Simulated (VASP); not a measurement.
# Be (P6_3/mmc) in VASP: a series of runs, part 2 of 2

VASP 6.6.1.

## Step 3: Relaxation of cell and atoms, r2SCAN, target pressure 47.9 GPa, at which the enthalpy is minimised

Input file POSCAR:

```
Be
1.0
    2.0742541581      0.0000000000      0.0000000000
   -1.0371270791      1.7963567948      0.0000000000
    0.0000000000      0.0000000000      3.2925695897
Be
2
Direct
    0.3333333333      0.6666666667      0.2500000000
    0.6666666667      0.3333333333      0.7500000000
```

Input file INCAR.step1:

```
PREC = Accurate
ENCUT = 600
ISMEAR = -1
SIGMA = 0.1
LREAL = F
LASPH = T
NELM = 80
GGA = PE
ALGO = Normal
EDIFF = 1E-4
LWAVE = T
LCHARG = F
```

Input file INCAR.step2:

```
PREC = Accurate
ENCUT = 600
EDIFF = 1E-6
ISMEAR = -1
SIGMA = 0.1
LREAL = F
LASPH = T
NELM = 80
ALGO = Normal
ISIF = 3
LWAVE = F
LCHARG = F
METAGGA = R2SCAN
LMIXTAU = T
IBRION = 2
NSW = 80
EDIFFG = -0.002
PSTRESS = 479.0
ISTART = 1
```

Input file KPOINTS:

```
regular mesh
0
Gamma
  24 24 12
```

Potentials or basis: VASP PAW PBE potentials, release 64 (Be).

Command:

```bash
$ cat potpaw_PBE.64/Be/POTCAR > POTCAR
$ cp INCAR.step1 INCAR
$ mpirun -np 1 vasp_std > vasp.out
$ cp INCAR.step2 INCAR
$ mpirun -np 1 vasp_std > vasp.out
```

OUTCAR:

```text
PREC = Accurate
   ENCUT = 600
   EDIFF = 1E-6
   ISMEAR = -1
   LREAL = F
   LASPH = T
   NELM = 80
   ISIF = 3
   METAGGA = R2SCAN
   IBRION = 2
   NSW = 80
   EDIFFG = -0.002
   PSTRESS = 479.0
   ISTART = 1

 ion  position               nearest neighbor table
   1  0.333  0.667  0.250-   2 2.04   2 2.04   2 2.04   2 2.04   2 2.04   2 2.04
   2  0.667  0.333  0.750-   1 2.04   1 2.04   1 2.04   1 2.04   1 2.04   1 2.04

  LATTYP: Found a hexagonal cell.
 ALAT       =     2.0742541581
 C/A-ratio  =     1.5873510856

  Lattice vectors:

 A1 = (   2.0742541581,   0.0000000000,   0.0000000000)
 A2 = (  -1.0371270791,   1.7963567948,   0.0000000000)
 A3 = (   0.0000000000,   0.0000000000,   3.2925695897)

Analysis of symmetry for initial positions (statically):
=====================================================================
 Subroutine PRICEL returns:
 Original cell was already a primitive cell.

 Routine SETGRP: Setting up the symmetry group for a
 hexagonal supercell.

 Subroutine GETGRP returns: Found 24 space group operations
 (whereof 12 operations were pure point group operations)
 out of a pool of 24 trial point group operations.

The static configuration has the point symmetry D_3d.
[... 171 lines left out ...]
  -------------------------------------------------------------------------------------
  Total        3.6748214      3.6748214      3.7735202     -0.0000000      0.0000000      0.0000000
  in kB      479.9072183    479.9072183    492.7966229     -0.0000000      0.0000000      0.0000000
  external PRESSURE =       5.2036865 kB  Pullay stress =     479.0000000 kB
[... 139 lines left out ...]
--------------------------------------- Ionic step        5  -------------------------------------------

 number of electron       4.0000000 magnetization

 Free energy of the ion-electron system (eV)
  ---------------------------------------------------
  ext. energy  EPLUGINS =         0.00000000
  ---------------------------------------------------
  free energy    TOTEN  =        -8.24023228 eV

  energy without entropy =       -8.23517918  energy(sigma->0) =       -8.23770573

 E-fermi :   9.3622     XC(G=0): -12.1782

 val. band max:        9.3338956688   @ k =   0.3333   0.2917   0.0833
 cond. band min:       9.3656480812   @ k =   0.2917   0.2917   0.0000
 fundamental gap:      0.0317524123
 Fermi energy:         9.3622169703

 k-point     1 :       0.0000    0.0000    0.0000
  band No.  band energies     occupation
      1      -4.3381      2.00000
      2       3.4798      2.00000
      3      11.2446      0.00000
      4      30.5542      0.00000
      5      30.5542      0.00000
      6      34.0603      0.00000
[... 199 lines left out ...]
 k-point    24 :       0.4583    0.0417    0.0000
  band No.  band energies     occupation
      1       2.8771      2.00000
      2       6.0138      2.00000
      3      13.7619      0.00000
      4      17.4475      0.00000
      5      18.3033      0.00000
      6      20.1674      0.00000

 [... further k-points ...]

------------------------ aborting loop because EDIFF is reached ----------------------------------------

  FORCE on cell =-STRESS in cart. coord.  units (eV):
  Direction    XX          YY          ZZ          XY          YZ          ZX
  --------------------------------------------------------------------------------------
  -------------------------------------------------------------------------------------
  Total        3.6759002      3.6759002      3.6740254     -0.0000000      0.0000000      0.0000000
  in kB      479.1904622    479.1904622    478.9460578     -0.0000000      0.0000000      0.0000000
  external PRESSURE =       0.1089940 kB  Pullay stress =     479.0000000 kB
[... 21 lines left out ...]
  energy  without entropy=       -8.2351791849  energy(sigma->0) =       -8.23770573

  enthalpy is  TOTEN    =        -4.5657930799 eV   P V=        3.6744391966

 reached required accuracy - stopping structural energy minimisation
```

OSZICAR.step1:

```text
N       E                     dE             d eps       ncg     rms          rms(c)
DAV:   1    -0.600270098506E+00   -0.60027E+00   -0.20360E+03  5154   0.632E+02
DAV:   2    -0.718186534669E+01   -0.65816E+01   -0.63769E+01  7788   0.841E+01
DAV:   3    -0.721557144362E+01   -0.33706E-01   -0.33476E-01  6678   0.507E+00
DAV:   4    -0.721563645051E+01   -0.65007E-04   -0.65004E-04  7296   0.141E-01
DAV:   5    -0.721563653209E+01   -0.81577E-07   -0.81778E-07  6468   0.230E-03    0.157E+00
DAV:   6    -0.712218331431E+01    0.93453E-01   -0.17941E-02  5658   0.235E+00    0.983E-01
DAV:   7    -0.709223879740E+01    0.29945E-01   -0.15917E-02  5454   0.227E+00    0.503E-02
DAV:   8    -0.709218176140E+01    0.57036E-04   -0.24244E-05  7080   0.635E-02
   1 F= -.70921818E+01 E0= -.70896268E+01  d E =-.510991E-02
```

It took 5.5 min on 1 thread of Intel Xeon 8259CL, shared host; peak memory 0.16 GiB.

Results:

```
Free energy                                                : -8.2402 eV
Relaxed volume                                             : 6.15 Å³/atom
Relaxed cell                                               : a = 2.074 Å, b = 2.074 Å, c = 3.299 Å, α = 90.00°, β = 90.00°, γ = 120.00°
Space group after relaxing (to 0.1 Å)                      : P6_3/mmc (No. 194)
Energy change on relaxing (the run minimises the enthalpy) : -3.3 meV/atom
Ionic steps                                                : 5
Pressure after relaxing                                    : 47.9 GPa
Band gap on the k mesh                                     : zero (bands 2 and 3 overlap by 2.49 eV)
```

Step by step:
```csv
step,energy change (eV),largest force (eV/Å),pressure (GPa),volume (Å³)
1,0.0000,0.0000,48.42,12.27
2,-0.0107,0.0000,47.63,12.30
3,-0.0073,0.0000,47.87,12.29
4,-0.0080,0.0000,47.83,12.29
5,-0.0067,0.0000,47.91,12.29
```

Final structure:
```yaml
crystal:
  lattice:
    - [2.07408, 0.00000, 0.00000]
    - [-1.03704, 1.79620, 0.00000]
    - [0.00000, 0.00000, 3.29902]
  atoms:
    - { symbol: Be, position: [0.33333, 0.66667, 0.25000] }
    - { symbol: Be, position: [0.66667, 0.33333, 0.75000] }
```

Levels at points of the mesh, in eV from the Fermi level:
| k point | band 1 | band 2 | band 3 | band 4 | band 5 | band 6 |
| --- | --- | --- | --- | --- | --- | --- |
| (0.00, 0.00, 0.00) | -13.70 | -5.88 | 1.88 | 21.19 | 21.19 | 24.70 |
| (0.50, 0.00, 0.00) | -6.39 | -3.56 | 4.60 | 7.73 | 9.03 | 12.44 |
| (0.00, 0.00, 0.50) | -11.20 | -11.20 | 13.40 | 13.40 | 23.35 | 23.35 |
| (0.50, 0.00, 0.50) | -4.68 | -4.68 | 2.51 | 2.51 | 15.72 | 15.72 |

Caveat: the cell is relaxed towards a set pressure, so the run minimises the enthalpy, not the energy; the PAW data sets were made with another functional, which shifts forces and pressure a little.

## Step 4: Relaxation of cell and atoms, r2SCAN

This run uses another cell than the first one, of 8.11 Å³/atom.

Input file POSCAR:

```
Be
1.0
    2.2853000000      0.0000000000      0.0000000000
   -1.1426500000      1.9791278553      0.0000000000
    0.0000000000      0.0000000000      3.5842000000
Be
2
Direct
    0.3333333333      0.6666666667      0.2500000000
    0.6666666667      0.3333333333      0.7500000000
```

Input file INCAR.step1:

```
PREC = Accurate
ENCUT = 600
ISMEAR = 0
SIGMA = 0.1
LREAL = False
LASPH = True
NELM = 60
GGA = PE
ALGO = Normal
EDIFF = 1E-4
LWAVE = True
LCHARG = False
```

Input file INCAR.step2:

```
PREC = Accurate
ENCUT = 600
EDIFF = 1E-6
ISMEAR = 0
SIGMA = 0.1
LREAL = False
LASPH = True
NELM = 60
ALGO = Normal
ISIF = 3
LWAVE = False
LCHARG = False
METAGGA = R2SCAN
LMIXTAU = True
IBRION = 2
NSW = 100
EDIFFG = -0.005
ISTART = 1
```

Input file KPOINTS:

```
regular mesh
0
Gamma
  21 21 12
```

Command:

```bash
$ cat potpaw_PBE.64/Be/POTCAR > POTCAR
$ cp INCAR.step1 INCAR
$ mpirun -np 1 vasp_std > vasp.out
$ cp INCAR.step2 INCAR
$ mpirun -np 1 vasp_std > vasp.out
```

Wall time 5.8 min (1 thread of Oxide Virtual Turin-like, shared host); peak memory 0.12 GiB.

It converged, with:

```
Free energy                           : -8.6775 eV
Relaxed volume                        : 7.92 Å³/atom
Relaxed cell                          : a = 2.262 Å, b = 2.262 Å, c = 3.571 Å, α = 90.00°, β = 90.00°, γ = 120.00°
Space group after relaxing (to 0.1 Å) : P6_3/mmc (No. 194)
Energy gained by relaxing             : 1.9 meV/atom
Ionic steps                           : 5
Pressure after relaxing               : 0.0 GPa
Band gap on the k mesh                : zero (bands 2 and 3 overlap by 2.21 eV)
```

The path:
| step | energy change (eV) | largest force (eV/Å) | pressure (GPa) | volume (Å³) |
| --- | --- | --- | --- | --- |
| 1 | 0.0000 | 0.0000 | -2.74 | 16.21 |
| 2 | -0.0036 | 0.0000 | -0.40 | 15.89 |
| 3 | -0.0037 | 0.0000 | 0.03 | 15.83 |
| 4 | -0.0037 | 0.0000 | 0.08 | 15.83 |
| 5 | -0.0037 | 0.0000 | 0.03 | 15.83 |

Final structure:
```
Be
1.0
     2.26242    0.00000    0.00000
    -1.13121    1.95931    0.00000
     0.00000    0.00000    3.57126
Be
2
Direct
  0.33333 0.66667 0.25000
  0.66667 0.33333 0.75000
```

Levels at points of the mesh, in eV from the Fermi level:
```csv
k point,band 1,band 2,band 3,band 4,band 5,band 6
"(0.00, 0.00, 0.00)",-12.28,-4.82,0.97,17.33,17.33,20.34
"(0.00, 0.00, 0.50)",-9.95,-9.95,11.28,11.28,19.12,19.12
```

Caveat: the PAW data sets were made with another functional, which shifts forces and pressure a little.

## Step 5: Summary

```csv
task,cell,k mesh,cutoff (eV),smearing,gap on the mesh (eV),pressure (GPa)
single point,"a = 2.073, b = 2.073, c = 3.297 Å, angles 90.0, 90.0, 120.0°, 2 atoms",24 × 24 × 12,520,fermi-dirac 0.1 eV,none,48.4
relaxation of cell and atoms,"relaxed to 47.9 GPa from a = 2.074, b = 2.074, c = 3.293 Å, angles 90.0, 90.0, 120.0°, 2 atoms",24 × 24 × 12,600,fermi-dirac 0.1 eV,none,47.9
relaxation of cell and atoms,"relaxed from a = 2.285, b = 2.285, c = 3.584 Å, angles 90.0, 90.0, 120.0°, 2 atoms",21 × 21 × 12,600,gaussian 0.1 eV,none,0.0
```

Alike in all rows: level r2SCAN; potentials or basis VASP PAW PBE potentials, release 64 (Be); no spin polarisation.

Caveats: the PAW data sets were made with another functional, which shifts forces and pressure a little; the cell stands under pressure (at least some runs); the cell is relaxed towards a set pressure, so the run minimises the enthalpy, not the energy (at least some runs).

Total energies depend on the potentials used, so only differences within one code and one set of settings carry meaning.

The gap in the log of VASP goes by the Fermi energy; the results here count the filled bands.